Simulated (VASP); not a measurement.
# Se (P3_121) in VASP: a series of runs

The runs below take Se through single point, relaxation of cell and atoms, with PBE.

Program: VASP 6.6.1. These are calculated values, not measurements. Logs are shortened: lines on timing, memory, paths and dates and some standing lists are left out, and cuts for length are marked.

## 1. The cell of the first run

The structure is trigonal, space group P3_121 (No. 152). Conventional cell: a = 4.521 Å, b = 4.521 Å, c = 5.045 Å, α = 90.00°, β = 90.00°, γ = 120.00°. Within 3.2 Å of Se (site symmetry 2) lie 2 Se at 2.40 Å.

## 2. Single point, PBE

Contents of INCAR:

```
SYSTEM = Se
ALGO = Normal
EDIFF = 1E-7
ENCUT = 520
GGA = PE
ISIF = 2
ISMEAR = -1
LASPH = .TRUE.
LCHARG = .TRUE.
LELF = .TRUE.
LREAL = .FALSE.
LVHAR = .TRUE.
LWAVE = .FALSE.
NBANDS = 16
NELM = 100
PREC = Accurate
SIGMA = 0.05
```

Contents of KPOINTS:

```
k-points
0
G
  11 11 8
  0 0 0
```

Contents of POSCAR:

```
Se
1.0
    4.5209954693      0.0000000000      0.0000000000
   -2.2604977347      3.9152969268      0.0000000000
    0.0000000000      0.0000000000      5.0448910346
Se
3
Direct
    0.2188328523      0.0000000000      0.3333333333
    0.0000000000      0.2188328523      0.6666666667
    0.7811671477      0.7811671477      0.0000000000
```

Potentials or basis: VASP PAW PBE potentials, release 64 (Se).

Command:

```console
$ cat potpaw_PBE.64/Se/POTCAR > POTCAR
$ mpirun -np 1 vasp_std > vasp.out
```

OUTCAR:

```text
SYSTEM = Se
   EDIFF = 1E-7
   ENCUT = 520
   GGA = PE
   ISIF = 2
   ISMEAR = -1
   LASPH = .TRUE.
   LREAL = .FALSE.
   NELM = 100
   PREC = Accurate

 ion  position               nearest neighbor table
   1  0.219  0.000  0.333-   3 2.40   2 2.40
   2  0.000  0.219  0.667-   3 2.40   1 2.40
   3  0.781  0.781  0.000-   1 2.40   2 2.40

  LATTYP: Found a hexagonal cell.
 ALAT       =     4.5209954693
 C/A-ratio  =     1.1158805774

  Lattice vectors:

 A1 = (   4.5209954693,   0.0000000000,   0.0000000000)
 A2 = (  -2.2604977347,   3.9152969268,   0.0000000000)
 A3 = (   0.0000000000,   0.0000000000,   5.0448910346)

Analysis of symmetry for initial positions (statically):
=====================================================================
 Subroutine PRICEL returns:
 Original cell was already a primitive cell.

 Routine SETGRP: Setting up the symmetry group for a
 hexagonal supercell.

 Subroutine GETGRP returns: Found  6 space group operations
 (whereof  2 operations were pure point group operations)
 out of a pool of 24 trial point group operations.

The static configuration has the point symmetry C_2 .
 The point group associated with its full space group is D_3 .

Analysis of symmetry for dynamics (positions and initial velocities):
=====================================================================
 Subroutine PRICEL returns:
 Original cell was already a primitive cell.

 Routine SETGRP: Setting up the symmetry group for a
 hexagonal supercell.

 Subroutine GETGRP returns: Found  6 space group operations
 (whereof  2 operations were pure point group operations)
 out of a pool of 24 trial point group operations.

The dynamic configuration has the point symmetry C_2 .
 The point group associated with its full space group is D_3 .

 Subroutine INISYM returns: Found  6 space group operations
 (whereof  2 operations are pure point group operations),
 and found     1 'primitive' translations

----------------------------------------------------------------------------------------

                                     Primitive cell

  volume of cell :      89.2998

  direct lattice vectors                    reciprocal lattice vectors
     4.520995469  0.000000000  0.000000000     0.221190224  0.127704235  0.000000000
    -2.260497735  3.915296927  0.000000000     0.000000000  0.255408471  0.000000000
     0.000000000  0.000000000  5.044891035     0.000000000  0.000000000  0.198220337

  length of vectors
     4.520995469  4.520995469  5.044891035     0.255408471  0.255408471  0.198220337

  position of ions in fractional coordinates (direct lattice)
     0.218832852  0.000000000  0.333333333
     0.000000000  0.218832852  0.666666667
     0.781167148  0.781167148  0.000000000

  ion indices of the primitive-cell ions
   primitive index   ion index
                 1           1
                 2           2
                 3           3

----------------------------------------------------------------------------------------

 KPOINTS: k-points

Automatic generation of k-mesh.
 Grid dimensions read from file:
 generate k-points for:   11   11    8

 Generating k-lattice:

  Cartesian coordinates                     Fractional coordinates (reciprocal lattice)
     0.020108202  0.011609476  0.000000000     0.090909091  0.000000000  0.000000000
     0.000000000  0.023218952  0.000000000     0.000000000  0.090909091  0.000000000
     0.000000000  0.000000000  0.024777542     0.000000000  0.000000000  0.125000000

  Length of vectors
     0.023218952  0.023218952  0.024777542

  Shift w.r.t. Gamma in fractional coordinates (k-lattice)
     0.000000000  0.000000000  0.000000000

 Subroutine IBZKPT returns following result:
 ===========================================

 Found    110 irreducible k-points:

 Following reciprocal coordinates:
            Coordinates               Weight
  0.000000  0.000000  0.000000      1.000000
  0.090909 -0.000000  0.000000      6.000000
  0.181818  0.000000  0.000000      6.000000
  0.272727  0.000000  0.000000      6.000000
  0.363636  0.000000  0.000000      6.000000
  0.454545  0.000000  0.000000      6.000000
[... 16 lines left out ...]
  0.000000  0.272727  0.125000      6.000000
  0.363636  0.000000  0.125000      6.000000
 [... further k-points ...]
   k-points           NKPTS =    110   k-points in BZ     NKDIM =    110   number of bands    NBANDS=     16
   number of dos      NEDOS =    301   number of ions     NIONS =      3
   total plane-waves  NPLWV =  51840
   dimension x,y,z NGX =    36 NGY =   36 NGZ =   40
   dimension x,y,z NGXF=    72 NGYF=   72 NGZF=   80
   ions per type =               3
   NGX,Y,Z   is equivalent  to a cutoff of  13.24, 13.24, 13.18 a.u.
   NGXF,Y,Z  is equivalent  to a cutoff of  26.48, 26.48, 26.36 a.u.
 SYSTEM =  Se
   PREC   = accura    normal or accurate (medium, high low for compatibility)
   ISTART =      0    job   : 0-new  1-cont  2-samecut
   ICHARG =      2    charge: 1-file 2-atom 10-const
   ISPIN  =      1    spin polarized calculation?
   LNONCOLLINEAR =      F non collinear calculations
   LSORBIT =      F    spin-orbit coupling
   LASPH  =      T    aspherical Exc in radial PAW
   ENCUT  =  520.0 eV  38.22 Ry    6.18 a.u.   8.41  8.41  9.38*2*pi/ulx,y,z
   NELM   =    100;   NELMIN=  2; NELMDL= -5     # of ELM steps
   EDIFF  = 0.1E-06   stopping-criterion for ELM
   LREAL  =      F    real-space projection
   EDIFFG = 0.1E-05   stopping-criterion for IOM
   NSW    =      0    number of steps for IOM
   IBRION =     -1    ionic relax: 0-MD 1-quasi-New 2-CG
   NFREE  =      0    steps in history (QN), initial steepest desc. (CG)
   ISIF   =      2    stress and relaxation
   ISYM   =      2    0-nonsym 1-usesym 2-fastsym
   POTIM  = 0.5000    time-step for ionic-motion
   TEBEG  =    0.0;   TEEND  =   0.0 temperature during run
   PSTRESS=    0.0 pullay stress
   NELECT =      18.0000    total number of electrons
   NUPDOWN=      -1.0000    fix difference up-down
   EMIN   =  10.00;   EMAX   =-10.00  energy-range for DOS
   EFERMI =   0.00;   METHOD = LEGACY
   ISMEAR =    -1;   SIGMA  =   0.05  broadening in eV -4-tet -1-fermi 0-gaus
   EFERMI_NEDOS =   21; number of points for ismear=-14 and -15
   IALGO  =     38    algorithm
   IMIX   =      4    mixing-type and parameters
     AMIX     =   0.40;   BMIX     =  1.00
     AMIX_MAG =   1.60;   BMIX_MAG =  1.00
  volume/ion in A,a.u.               =      29.77       200.87
  Fermi-wavevector in a.u.,A,eV,Ry     =   0.959877  1.813904 12.535910  0.921363
  Thomas-Fermi vector in A             =   2.089112
   LORBIT       =      0    0 simple, 1 ext, 2 COOP (PROOUT), +10 PAW based schemes
   GGA     = PE    functional components
   LHFCALC =     F    Hartree Fock is set to
   AEXX    =    0.0000 exact exchange contribution
   IVDW    =     0    specifies the selected vdW correction
   LEPSILON=     F    determine dielectric tensor
   LRPA    =     F    only Hartree local field effects (RPA)
 non-spin polarized calculation
  energy-cutoff  :      520.00
  volume of cell :       89.30
 maximum number of plane-waves:      2461
 NGX is ok and might be reduce to    36
   NGX = 17   NGY = 17   NGZ = 19

 number of electron      18.0000001 magnetization

 Free energy of the ion-electron system (eV)
  ---------------------------------------------------
  ext. energy  EPLUGINS =         0.00000000
  ---------------------------------------------------
  free energy    TOTEN  =       -10.51083996 eV

  energy without entropy =      -10.51083945  energy(sigma->0) =      -10.51083971

 E-fermi :   2.4009     XC(G=0):  -8.4293

 val. band max:        1.8335060594   @ k =   0.4545   0.0909   0.5000
 cond. band min:       2.9216230165   @ k =   0.3636   0.2727   0.5000
 fundamental gap:      1.0881169571
 Fermi energy:         2.4009414776

 k-point     1 :       0.0000    0.0000    0.0000
  band No.  band energies     occupation
      1     -13.5387      2.00000
      2      -9.7197      2.00000
      3      -9.7197      2.00000
      4      -1.8855      2.00000
      5      -1.8855      2.00000
      6      -1.5835      2.00000
[... 8 lines left out ...]
     15       8.4890      0.00000
     16      10.2776      0.00000

 k-point     2 :       0.0909   -0.0000    0.0000
  band No.  band energies     occupation
      1     -13.5136      2.00000
      2      -9.7437      2.00000
      3      -9.7184      2.00000
      4      -2.0847      2.00000
      5      -1.9689      2.00000
      6      -1.5084      2.00000
[... 8 lines left out ...]
     15       8.6716      0.00000
     16      10.2493      0.00000

 k-point     3 :       0.1818    0.0000    0.0000
  band No.  band energies     occupation
      1     -13.4441      2.00000
      2      -9.8128      2.00000
      3      -9.7150      2.00000
      4      -2.4099      2.00000
      5      -2.1441      2.00000
      6      -1.4540      2.00000
[... 8 lines left out ...]
     15       9.2073      0.00000
     16      10.3166      0.00000

 k-point     4 :       0.2727    0.0000    0.0000
  band No.  band energies     occupation
      1     -13.3469      2.00000
      2      -9.9140      2.00000
      3      -9.7103      2.00000
      4      -2.6749      2.00000
      5      -2.3221      2.00000
      6      -1.4340      2.00000
[... 8 lines left out ...]
     15       9.8861      0.00000
     16      10.7488      0.00000
[... 324 lines left out ...]
 k-point    22 :       0.2727    0.0000    0.1250
  band No.  band energies     occupation
      1     -13.2802      2.00000
      2     -10.4792      2.00000
      3      -9.1944      2.00000
      4      -2.6842      2.00000
      5      -2.3234      2.00000
      6      -1.3383      2.00000
[... 8 lines left out ...]
     15       9.9554      0.00000
     16      10.1411      0.00000

 k-point    23 :       0.0000    0.2727    0.1250
  band No.  band energies     occupation
      1     -13.2791      2.00000
      2     -10.4973      2.00000
      3      -9.1646      2.00000
      4      -2.6638      2.00000
      5      -2.5292      2.00000
      6      -1.3910      2.00000
[... 8 lines left out ...]
     15       9.7897      0.00000
     16      10.9054      0.00000

 k-point    24 :       0.3636    0.0000    0.1250
  band No.  band energies     occupation
      1     -13.1852      2.00000
      2     -10.4938      2.00000
      3      -9.2868      2.00000
      4      -2.8158      2.00000
      5      -2.5276      2.00000
      6      -1.2558      2.00000
[... 8 lines left out ...]
     15      10.4109      0.00000
     16      10.8964      0.00000

 [... further k-points ...]

------------------------ aborting loop because EDIFF is reached ----------------------------------------

  FORCE on cell =-STRESS in cart. coord.  units (eV):
  Direction    XX          YY          ZZ          XY          YZ          ZX
  --------------------------------------------------------------------------------------
  -------------------------------------------------------------------------------------
  Total        0.0530179      0.0530179      0.0744708     -0.0000000      0.0000000      0.0000000
  in kB        0.9512233      0.9512233      1.3361211     -0.0000000      0.0000000      0.0000000
  external PRESSURE =       1.0795225 kB  Pullay stress =       0.0000000 kB

 VOLUME and BASIS-vectors are now :
 -----------------------------------------------------------------------------
  energy-cutoff  :      520.00
  volume of cell :       89.30
      direct lattice vectors                 reciprocal lattice vectors
     4.520995469  0.000000000  0.000000000     0.221190224  0.127704235  0.000000000
    -2.260497735  3.915296927  0.000000000     0.000000000  0.255408471  0.000000000
     0.000000000  0.000000000  5.044891035     0.000000000  0.000000000  0.198220337

 POSITION                                       TOTAL-FORCE (eV/Angst)
 -----------------------------------------------------------------------------------
      0.98934      0.00000      1.68163         0.027200     -0.000000     -0.000000
     -0.49467      0.85680      3.36326        -0.013600      0.023556      0.000000
      1.76583      3.05850      0.00000        -0.013600     -0.023556      0.000000
 -----------------------------------------------------------------------------------
    total drift:                                0.000000      0.000001     -0.000000

  FREE ENERGIE OF THE ION-ELECTRON SYSTEM (eV)
  ---------------------------------------------------
  free  energy   TOTEN  =       -10.5108399600 eV

  energy  without entropy=      -10.5108394531  energy(sigma->0) =      -10.51083971
```

Wall time 67 s (1 thread of Intel Xeon 6975P-C (Granite Rapids), shared host); peak memory 0.29 GiB.

What came out:

- Free energy: -10.5108 eV
- Pressure: 0.1 GPa
- Largest force: 0.027 eV/Å
- Band gap on the k mesh: 1.09 eV (least direct gap 1.20 eV)

Forces on the atoms (eV/Å):
```
Se   0.027  0.000  0.000
Se  -0.014  0.024  0.000
Se  -0.014 -0.024  0.000
```

Levels at points of the mesh, in eV from the valence-band top:
```
           k point  band 6  band 7  band 8  band 9  band 10  band 11  band 12  band 13
(0.00, 0.00, 0.00)   -3.42   -1.85   -1.85   -0.31     1.94     1.94     2.31     5.89
(0.00, 0.00, 0.50)   -3.22   -1.32   -1.32   -0.95     1.35     1.39     1.39     6.51
```

A k mesh can miss the band edges.

## 3. Relaxation of cell and atoms, PBE

This run uses another cell than the first one, of 27.26 Å³/atom.

Contents of INCAR:

```
SYSTEM = Se
ALGO     = Normal         ! electronic algorithm
EDIFF    = 1E-6           ! SCF threshold, eV
EDIFFG   = -0.02          ! ionic threshold
ENCUT    = 600            ! plane-wave cutoff, eV
GGA      = PE             ! functional
IBRION   = 2              ! ionic algorithm
ISIF     = 3              ! what is computed and relaxed
ISMEAR   = -1             ! smearing method
LASPH    = .TRUE.         ! aspherical terms in the spheres
LCHARG   = .FALSE.        ! write CHGCAR
LREAL    = .FALSE.        ! projectors in reciprocal space
LWAVE    = .FALSE.        ! write WAVECAR
NELM     = 80             ! most SCF steps
NSW      = 80             ! ionic steps
PREC     = Accurate       ! precision mode
SIGMA    = 0.05           ! smearing width, eV
```

KPOINTS is that of step 2.

Contents of POSCAR:

```
Se
1.0
    4.3662000000      0.0000000000      0.0000000000
   -2.1831000000      3.7812401200      0.0000000000
    0.0000000000      0.0000000000      4.9536000000
Se
3
Direct
    0.2254000000      0.0000000000      0.3333333333
    0.0000000000      0.2254000000      0.6666666667
    0.7746000000      0.7746000000      0.0000000000
```

Potentials or basis: VASP PAW PBE potentials, release 64 (Se).

Command:

```console
$ cat potpaw_PBE.64/Se/POTCAR > POTCAR
$ mpirun -np 1 vasp_std > vasp.out
```

Wall time 6.8 min (1 thread of Intel Xeon 6975P-C (Granite Rapids), shared host); peak memory 0.31 GiB.

Results (log left out):

| Item | Value |
| --- | --- |
| Free energy | -10.5108 eV |
| Relaxed volume | 29.81 Å³/atom |
| Relaxed cell | a = 4.524 Å, b = 4.524 Å, c = 5.047 Å, α = 90.00°, β = 90.00°, γ = 120.00° |
| Space group after relaxing (to 0.1 Å) | P3_121 (No. 152) |
| Energy gained by relaxing | 13.6 meV/atom |
| Ionic steps | 15 |
| Pressure after relaxing | 0.0 GPa |
| Band gap on the k mesh | 1.09 eV (least direct gap 1.20 eV) |

The path:
| step | energy change (eV) | largest force (eV/Å) | pressure (GPa) | volume (Å³) |
| --- | --- | --- | --- | --- |
| 1 | 0.0000 | 0.4335 | 2.91 | 81.78 |
| 2 | -0.0048 | 0.5159 | -2.12 | 87.77 |
| 3 | -0.0350 | 0.0942 | 0.11 | 84.78 |
| 4 | -0.0350 | 0.0850 | 0.15 | 84.72 |
| 5 | -0.0363 | 0.0652 | 0.13 | 85.00 |
| 6 | -0.0378 | 0.0064 | 0.09 | 85.80 |
| 7 | -0.0383 | 0.0174 | 0.02 | 86.18 |
| 8 | -0.0392 | 0.0511 | -0.18 | 87.33 |
| 9 | -0.0389 | 0.1148 | -0.51 | 89.65 |
| 10 | -0.0394 | 0.0759 | -0.33 | 88.29 |
| 11 | -0.0396 | 0.0724 | -0.31 | 88.36 |
| 12 | -0.0399 | 0.0597 | -0.26 | 88.55 |
| 13 | -0.0404 | 0.0347 | -0.15 | 88.93 |
| 14 | -0.0406 | 0.0192 | 0.08 | 89.69 |
| 15 | -0.0407 | 0.0003 | 0.00 | 89.43 |

Final structure:
```yaml
crystal:
  lattice:
    - [4.52355, 0.00000, 0.00000]
    - [-2.26177, 3.91751, 0.00000]
    - [0.00000, 0.00000, 5.04664]
  atoms:
    - { symbol: Se, position: [0.21900, 0.00000, 0.33333] }
    - { symbol: Se, position: [0.00000, 0.21900, 0.66667] }
    - { symbol: Se, position: [0.78100, 0.78100, 0.00000] }
```

Levels at points of the mesh, in eV from the valence-band top:
```
           k point  band 5  band 6  band 7  band 8  band 9  band 10  band 11  band 12  band 13
(0.00, 0.00, 0.00)   -3.71   -3.41   -1.84   -1.84   -0.31     1.93     1.93     2.30     5.89
(0.00, 0.00, 0.50)   -3.21   -3.21   -1.31   -1.31   -0.94     1.35     1.39     1.39     6.52
```
